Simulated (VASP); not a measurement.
Runs of VASP 6.6.1 on CoO. The structure is that of space group Fm-3m (No. 225), or close to it. The cells are those of the table. 

| task | level | potentials or basis | U | fixed moment (μB) | cell | k mesh | cutoff (eV) | gap on the mesh (eV) | pressure (GPa) | moment (μB) |
| --- | --- | --- | --- | --- | --- | --- | --- | --- | --- | --- |
| vibrations by perturbation theory | PBE | VASP PAW PBE potentials, release 64 (Co, O) | - | - | a = 2.996 Å, angles 60.3°, 2 atoms | 8 × 8 × 8 | 600 | - | - | 2.86 |
| single point | PBEsol | VASP PAW PBE potentials, release 64 (Co_sv, O) | - | 4.0 | a = 2.996 Å, angles 60.3°, 2 atoms | 9 × 9 × 9 | 700 | - | 15.2 | 4.00 |
| single point | PBEsol | VASP PAW PBE potentials, release 64 (Co_sv, O) | - | 0.5 | a = 2.996 Å, angles 60.3°, 2 atoms | 9 × 9 × 9 | 700 | - | -27.1 | 0.50 |
| single point | r2SCAN+U | VASP PAW PBE potentials, release 64 (Co, O) | Co d U = 6.0 eV | - | a = 2.996 Å, angles 60.3°, 2 atoms | 11 × 11 × 11 | 520 | none | -4.7 | 3.00 |
| single point | PBE | VASP PAW PBE potentials, release 64 (Co_sv, O) | - | - | a = 3.016 Å, angles 60.3°, 2 atoms | 11 × 11 × 11 | 700 | none | -4.3 | (a) |
| single point | r2SCAN+U | VASP PAW PBE potentials, release 64 (Co, O) | Co d U = 5.0 eV | - | a = 2.996 Å, angles 60.3°, 2 atoms | 11 × 11 × 11 | 520 | none | -4.3 | 3.00 |
| single point | PBEsol | VASP PAW PBE potentials, release 64 (Co_sv, O) | - | 2.5 | a = 2.996 Å, angles 60.3°, 2 atoms | 9 × 9 × 9 | 700 | - | -14.4 | 2.50 |
| single point | PBEsol | VASP PAW PBE potentials, release 64 (Co_sv, O) | - | 3.0 | a = 2.996 Å, angles 60.3°, 2 atoms | 9 × 9 × 9 | 700 | - | -9.5 | 3.00 |
| relaxation of cell and atoms | BLYP | VASP PAW PBE potentials, release 64 (Co_sv, O) | - | - | relaxed from a = 2.996 Å, angles 60.3°, 2 atoms | 11 × 11 × 11 | 700 | none | -0.1 | 2.86 |
| single point | r2SCAN+U | VASP PAW PBE potentials, release 64 (Co, O) | Co d U = 8.0 eV | - | a = 2.996 Å, angles 60.3°, 2 atoms | 11 × 11 × 11 | 520 | none | (b) | 3.00 |

Alike in all rows: spin collinear, ferromagnetic start; smearing fermi-dirac 0.05 eV.

Estimate the missing entries.

(a) 2.94; (b) -6.2.

Caveats: a cell with one magnetic atom can't hold antiferromagnetic order, which such compounds often take; the PAW data sets were made with another functional, which shifts forces and pressure a little (at least some runs); the cell stands under tension (at least some runs); the total moment is fixed, so each spin has its own Fermi level and the state may be an excited one (at least some runs); semilocal functionals often make such compounds metallic where correlation or magnetic order opens a gap, which also shifts bond lengths (at least some runs); the cell stands under pressure or tension, which shifts response properties (at least some runs); the cell stands under pressure (at least some runs).

A gap of «none» marks levels without a gap at the run's occupations.

The runs don't all hold the same shells in valence.
